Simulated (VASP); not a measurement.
# Si2Mo (I4/mmm) in VASP: a series of runs

Si2Mo is run at these levels: PBEsol, PBE; tasks: single point.

All numbers are computed with VASP 6.6.1; they aren't measurements. Logs are shortened: lines on timing, memory, paths and dates and some standing lists are left out, and cuts for length are marked.

## (1) The cell of the first run

It takes space group I4/mmm (No. 139, tetragonal). The conventional cell has a = 3.263 Å, b = 3.263 Å, c = 8.015 Å, α = 90.00°, β = 90.00°, γ = 90.00°. Mo (site symmetry 4/mmm) has 10 Si at 2.67 Å and 4 Mo at 3.26 Å within 3.5 Å. Within 3.5 Å of Si (site symmetry 4mm) lie 9 Si at 2.66 to 3.26 Å and 5 Mo at 2.67 Å.

## (2) Single point, PBEsol (volume scaled by 1.06)

INCAR

```
SYSTEM = Si2Mo
PREC = Accurate
ENCUT = 520
EDIFF = 1E-6
ISMEAR = -1
SIGMA = 0.05
LREAL = .FALSE.
LASPH = .TRUE.
NELM = 100
ALGO = Normal
ISIF = 2
LWAVE = .FALSE.
LCHARG = .FALSE.
GGA = PS
NBANDS = 18
```

KPOINTS

```
Automatic mesh
0
G
  12 12 12
  0 0 0
```

POSCAR

```
Si2Mo
1.0
   -1.6313805159      1.6313805159      4.0075881985
    1.6313805159     -1.6313805159      4.0075881985
    1.6313805159      1.6313805159     -4.0075881985
Mo Si
1 2
Direct
    0.0000000000      0.0000000000      0.0000000000
    0.6670000000      0.6670000000      0.0000000000
    0.3330000000      0.3330000000      0.0000000000
```

Potentials or basis: VASP PAW PBE potentials, release 64 (Mo_sv, Si).

Command:

```bash
$ cat potpaw_PBE.64/Mo_sv/POTCAR potpaw_PBE.64/Si/POTCAR > POTCAR
$ mpirun -np 1 vasp_std > vasp.out
```

OUTCAR:

```text
SYSTEM = Si2Mo
   PREC = Accurate
   ENCUT = 520
   EDIFF = 1E-6
   ISMEAR = -1
   LREAL = .FALSE.
   LASPH = .TRUE.
   NELM = 100
   ISIF = 2
   GGA = PS

 ion  position               nearest neighbor table
   1  0.000  0.000  0.000-   3 2.67   2 2.67   2 2.67   2 2.67   2 2.67   3 2.67   3 2.67   3 2.67
                             2 2.67   3 2.67
   2  0.667  0.667  0.000-   3 2.66   3 2.66   3 2.66   3 2.66   1 2.67   1 2.67   1 2.67   1 2.67
                             1 2.67   3 2.68
   3  0.333  0.333  0.000-   2 2.66   2 2.66   2 2.66   2 2.66   1 2.67   1 2.67   1 2.67   1 2.67
                             1 2.67   2 2.68

  LATTYP: Found a body centered tetragonal cell.
 ALAT       =     3.2627610318
 C/A-ratio  =     2.4565624999

  Lattice vectors:

 A1 = (  -1.6313805159,   1.6313805159,   4.0075881985)
 A2 = (   1.6313805159,  -1.6313805159,   4.0075881985)
 A3 = (   1.6313805159,   1.6313805159,  -4.0075881985)

Analysis of symmetry for initial positions (statically):
=====================================================================
 Subroutine PRICEL returns:
 Original cell was already a primitive cell.

 Routine SETGRP: Setting up the symmetry group for a
 body centered tetragonal supercell.

 Subroutine GETGRP returns: Found 16 space group operations
 (whereof 16 operations were pure point group operations)
 out of a pool of 16 trial point group operations.

The static configuration has the point symmetry D_4h.

Analysis of symmetry for dynamics (positions and initial velocities):
=====================================================================
 Subroutine PRICEL returns:
 Original cell was already a primitive cell.

 Routine SETGRP: Setting up the symmetry group for a
 body centered tetragonal supercell.

 Subroutine GETGRP returns: Found 16 space group operations
 (whereof 16 operations were pure point group operations)
 out of a pool of 16 trial point group operations.

The dynamic configuration has the point symmetry D_4h.

 Subroutine INISYM returns: Found 16 space group operations
 (whereof 16 operations are pure point group operations),
 and found     1 'primitive' translations

----------------------------------------------------------------------------------------

                                     Primitive cell

  volume of cell :      42.6632

  direct lattice vectors                    reciprocal lattice vectors
    -1.631380516  1.631380516  4.007588198     0.000000000  0.306488888  0.124763318
     1.631380516 -1.631380516  4.007588198     0.306488888  0.000000000  0.124763318
     1.631380516  1.631380516 -4.007588198     0.306488888  0.306488888  0.000000000

  length of vectors
     4.624237012  4.624237012  4.624237012     0.330909842  0.330909842  0.433440742

  position of ions in fractional coordinates (direct lattice)
     0.000000000  0.000000000  0.000000000
     0.667000000  0.667000000  0.000000000
     0.333000000  0.333000000  0.000000000

  ion indices of the primitive-cell ions
   primitive index   ion index
                 1           1
                 2           2
                 3           3

----------------------------------------------------------------------------------------

 KPOINTS: Automatic mesh

Automatic generation of k-mesh.
 Grid dimensions read from file:
 generate k-points for:   12   12   12

 Generating k-lattice:

  Cartesian coordinates                     Fractional coordinates (reciprocal lattice)
     0.000000000  0.025540741  0.010396943     0.083333333 -0.000000000  0.000000000
     0.025540741  0.000000000  0.010396943    -0.000000000  0.083333333  0.000000000
     0.025540741  0.025540741  0.000000000     0.000000000  0.000000000  0.083333333

  Length of vectors
     0.027575820  0.027575820  0.036120062

  Shift w.r.t. Gamma in fractional coordinates (k-lattice)
     0.000000000  0.000000000  0.000000000

 Subroutine IBZKPT returns following result:
 ===========================================

 Found    163 irreducible k-points:

 Following reciprocal coordinates:
            Coordinates               Weight
  0.000000  0.000000  0.000000      1.000000
  0.083333 -0.000000  0.000000      8.000000
  0.166667 -0.000000  0.000000      8.000000
  0.250000 -0.000000  0.000000      8.000000
  0.333333 -0.000000  0.000000      8.000000
  0.416667 -0.000000  0.000000      8.000000
[... 16 lines left out ...]
  0.500000  0.166667  0.000000     16.000000
 -0.416667  0.166667 -0.000000     16.000000
 [... further k-points ...]
   k-points           NKPTS =    163   k-points in BZ     NKDIM =    163   number of bands    NBANDS=     18
   number of dos      NEDOS =    301   number of ions     NIONS =      3
   total plane-waves  NPLWV =  46656
   dimension x,y,z NGX =    36 NGY =   36 NGZ =   36
   dimension x,y,z NGXF=    72 NGYF=   72 NGZF=   72
   ions per type =               1   2
   NGX,Y,Z   is equivalent  to a cutoff of  12.94, 12.94, 12.94 a.u.
   NGXF,Y,Z  is equivalent  to a cutoff of  25.88, 25.88, 25.88 a.u.
 SYSTEM =  Si2Mo
   PREC   = accura    normal or accurate (medium, high low for compatibility)
   ISTART =      0    job   : 0-new  1-cont  2-samecut
   ICHARG =      2    charge: 1-file 2-atom 10-const
   ISPIN  =      1    spin polarized calculation?
   LNONCOLLINEAR =      F non collinear calculations
   LSORBIT =      F    spin-orbit coupling
   LASPH  =      T    aspherical Exc in radial PAW
   ENCUT  =  520.0 eV  38.22 Ry    6.18 a.u.   8.60  8.60  8.60*2*pi/ulx,y,z
   NELM   =    100;   NELMIN=  2; NELMDL= -5     # of ELM steps
   EDIFF  = 0.1E-05   stopping-criterion for ELM
   LREAL  =      F    real-space projection
   EDIFFG = 0.1E-04   stopping-criterion for IOM
   NSW    =      0    number of steps for IOM
   IBRION =     -1    ionic relax: 0-MD 1-quasi-New 2-CG
   NFREE  =      0    steps in history (QN), initial steepest desc. (CG)
   ISIF   =      2    stress and relaxation
   ISYM   =      2    0-nonsym 1-usesym 2-fastsym
   POTIM  = 0.5000    time-step for ionic-motion
   TEBEG  =    0.0;   TEEND  =   0.0 temperature during run
   PSTRESS=    0.0 pullay stress
   NELECT =      22.0000    total number of electrons
   NUPDOWN=      -1.0000    fix difference up-down
   EMIN   =  10.00;   EMAX   =-10.00  energy-range for DOS
   EFERMI =   0.00;   METHOD = LEGACY
   ISMEAR =    -1;   SIGMA  =   0.05  broadening in eV -4-tet -1-fermi 0-gaus
   EFERMI_NEDOS =   21; number of points for ismear=-14 and -15
   IALGO  =     38    algorithm
   IMIX   =      4    mixing-type and parameters
     AMIX     =   0.40;   BMIX     =  1.00
     AMIX_MAG =   1.60;   BMIX_MAG =  1.00
  volume/ion in A,a.u.               =      14.22        95.97
  Fermi-wavevector in a.u.,A,eV,Ry     =   1.312798  2.480828 23.448800  1.723438
  Thomas-Fermi vector in A             =   2.443165
   LORBIT       =      0    0 simple, 1 ext, 2 COOP (PROOUT), +10 PAW based schemes
   GGA     = PS    functional components
   LHFCALC =     F    Hartree Fock is set to
   AEXX    =    0.0000 exact exchange contribution
   IVDW    =     0    specifies the selected vdW correction
   LEPSILON=     F    determine dielectric tensor
   LRPA    =     F    only Hartree local field effects (RPA)
 non-spin polarized calculation
  energy-cutoff  :      520.00
  volume of cell :       42.66
 maximum number of plane-waves:      1168
   NGX = 17   NGY = 17   NGZ = 17

 number of electron      22.0000000 magnetization

 Free energy of the ion-electron system (eV)
  ---------------------------------------------------
  ext. energy  EPLUGINS =         0.00000000
  ---------------------------------------------------
  free energy    TOTEN  =       -24.95026320 eV

  energy without entropy =      -24.94773198  energy(sigma->0) =      -24.94899759

 E-fermi :  11.3346     XC(G=0): -12.2374

 val. band max:       11.2681582041   @ k =  -0.3333  -0.4167   0.3333
 cond. band min:      11.3827500583   @ k =   0.0833  -0.0000   0.0000
 fundamental gap:      0.1145918542
 Fermi energy:        11.3346436152

 k-point     1 :       0.0000    0.0000    0.0000
  band No.  band energies     occupation
      1     -49.3862      2.00000
      2     -23.5421      2.00000
      3     -23.4690      2.00000
      4     -23.4690      2.00000
      5      -1.6748      2.00000
      6       5.3367      2.00000
[... 10 lines left out ...]
     17      16.0374      0.00000
     18      16.0374      0.00000

 k-point     2 :       0.0833   -0.0000    0.0000
  band No.  band energies     occupation
      1     -49.3852      2.00000
      2     -23.5411      2.00000
      3     -23.4829      2.00000
      4     -23.4677      2.00000
      5      -1.5553      2.00000
      6       5.3248      2.00000
[... 10 lines left out ...]
     17      16.1748      0.00000
     18      16.7951      0.00000

 k-point     3 :       0.1667   -0.0000    0.0000
  band No.  band energies     occupation
      1     -49.3827      2.00000
      2     -23.5382      2.00000
      3     -23.5209      2.00000
      4     -23.4642      2.00000
      5      -1.2024      2.00000
      6       5.2248      2.00000
[... 10 lines left out ...]
     17      16.8753      0.00000
     18      18.2766      0.00000

 k-point     4 :       0.2500   -0.0000    0.0000
  band No.  band energies     occupation
      1     -49.3792      2.00000
      2     -23.5726      2.00000
      3     -23.5341      2.00000
      4     -23.4594      2.00000
      5      -0.6327      2.00000
      6       4.8294      2.00000
[... 375 lines left out ...]
      4     -23.5004      2.00000
      5       1.5978      2.00000
      6       3.0657      2.00000
[... 10 lines left out ...]
     17      18.3950      0.00000
     18      19.8214      0.00000

 k-point    23 :       0.5000    0.1667    0.0000
  band No.  band energies     occupation
      1     -49.3688      2.00000
      2     -23.6665      2.00000
      3     -23.5206      2.00000
      4     -23.4988      2.00000
      5       2.0678      2.00000
      6       2.5987      2.00000
[... 10 lines left out ...]
     17      18.5285      0.00000
     18      19.6941      0.00000

 k-point    24 :      -0.4167    0.1667   -0.0000
  band No.  band energies     occupation
      1     -49.3697      2.00000
      2     -23.6532      2.00000
      3     -23.5209      2.00000
      4     -23.5002      2.00000
      5       1.1355      2.00000
      6       3.5983      2.00000
[... 10 lines left out ...]
     17      18.3195      0.00000
     18      19.0599      0.00000

 [... further k-points ...]
[... 5 lines left out ...]
  --------------------------------------------------------------------------------------
  -------------------------------------------------------------------------------------
  Total       -3.2822557     -3.2822557     -3.9698453      0.0000000      0.0000000      0.0000000
  in kB     -123.2620454   -123.2620454   -149.0838316      0.0000000      0.0000000      0.0000000
  external PRESSURE =    -131.8693075 kB  Pullay stress =       0.0000000 kB

 VOLUME and BASIS-vectors are now :
 -----------------------------------------------------------------------------
  energy-cutoff  :      520.00
  volume of cell :       42.66
      direct lattice vectors                 reciprocal lattice vectors
    -1.631380516  1.631380516  4.007588198     0.000000000  0.306488888  0.124763318
     1.631380516 -1.631380516  4.007588198     0.306488888  0.000000000  0.124763318
     1.631380516  1.631380516 -4.007588198     0.306488888  0.306488888  0.000000000

 POSITION                                       TOTAL-FORCE (eV/Angst)
 -----------------------------------------------------------------------------------
      0.00000      0.00000      0.00000        -0.000000     -0.000000      0.000000
      0.00000      0.00000      5.34612        -0.000000     -0.000000     -0.404073
      0.00000      0.00000      2.66905         0.000000      0.000000      0.404073
 -----------------------------------------------------------------------------------
    total drift:                                0.000000      0.000000     -0.000000

  FREE ENERGIE OF THE ION-ELECTRON SYSTEM (eV)
  ---------------------------------------------------
  free  energy   TOTEN  =       -24.9502632033 eV

  energy  without entropy=      -24.9477319827  energy(sigma->0) =      -24.94899759
```

Wall time 1.8 min (1 thread of AMD EPYC 9R14 (Zen 4), shared host); peak memory 0.24 GiB.

What came out:

| Property | Result |
| --- | --- |
| Free energy | -24.9503 eV |
| Pressure | -13.2 GPa |
| Largest force | 0.404 eV/Å |
| Band gap on the k mesh | zero (band 11 reaches 11.81 eV, above the bottom of band 12 at 10.81 eV) |

Forces in eV/Å, atoms in the order of the input:
```
Mo   0.000  0.000  0.000
Si   0.000  0.000 -0.404
Si   0.000  0.000  0.404
```

Stress tensor (GPa, compression positive):
```
-12.33   0.00   0.00
  0.00 -12.33   0.00
  0.00   0.00 -14.91
```

Caveat: the cell differs from its parent crystal (volume scaled by 1.06); the PAW data sets were made with another functional, which shifts forces and pressure a little.

## (3) Single point, PBE

This run uses another cell than the first one, of 13.42 Å³/atom, 0.943 times its volume.

INCAR

```
PREC = Accurate ; ENCUT = 520
EDIFF = 1E-6 ; ISMEAR = -1
SIGMA = 0.03 ; LREAL = False
LASPH = True ; NELM = 100
ALGO = Normal ; ISIF = 2
LWAVE = False ; LCHARG = True
GGA = PE ; LELF = True
LVHAR = True ; NBANDS = 18
```

KPOINTS

```
regular mesh
0
Gamma
  7 7 7
```

POSCAR

```
Si2Mo
1.0
   -1.6000000000      1.6000000000      3.9305000000
    1.6000000000     -1.6000000000      3.9305000000
    1.6000000000      1.6000000000     -3.9305000000
Mo Si
1 2
Direct
    0.0000000000      0.0000000000      0.0000000000
    0.6670000000      0.6670000000      0.0000000000
    0.3330000000      0.3330000000      0.0000000000
```

Potentials or basis: VASP PAW PBE potentials, release 64 (Mo_sv, Si).

Command:

```bash
$ cat potpaw_PBE.64/Mo_sv/POTCAR potpaw_PBE.64/Si/POTCAR > POTCAR
$ mpirun -np 1 vasp_std > vasp.out
```

Wall time 50 s (1 thread of Intel Xeon Platinum 8259CL at 2.50GHz (Skylake/Cascade Lake), shared host); peak memory 0.21 GiB.

It converged, with:

```yaml
Free_energy: -23.2550 eV
Pressure: 2.4 GPa
Largest_force: 0.296 eV/Å
Band_gap_on_the_k_mesh: zero (band 11 reaches 12.77 eV, above the bottom of band 12 at 12.00 eV)
```

Forces on the atoms (eV/Å):
```
Mo   0.000  0.000  0.000
Si   0.000  0.000 -0.296
Si   0.000  0.000  0.296
```

Stress tensor (GPa, compression positive):
```
2.82 0.00 0.00
0.00 2.82 0.00
0.00 0.00 1.51
```

Levels at points of the mesh, in eV from the Fermi level:
| k point | band 9 | band 10 | band 11 | band 12 | band 13 | band 14 |
| --- | --- | --- | --- | --- | --- | --- |
| (0.00, 0.00, 0.00) | -2.66 | -2.66 | 0.41 | 3.07 | 3.10 | 3.63 |

Caveat: the k points lie up to 0.40 Å⁻¹ apart.
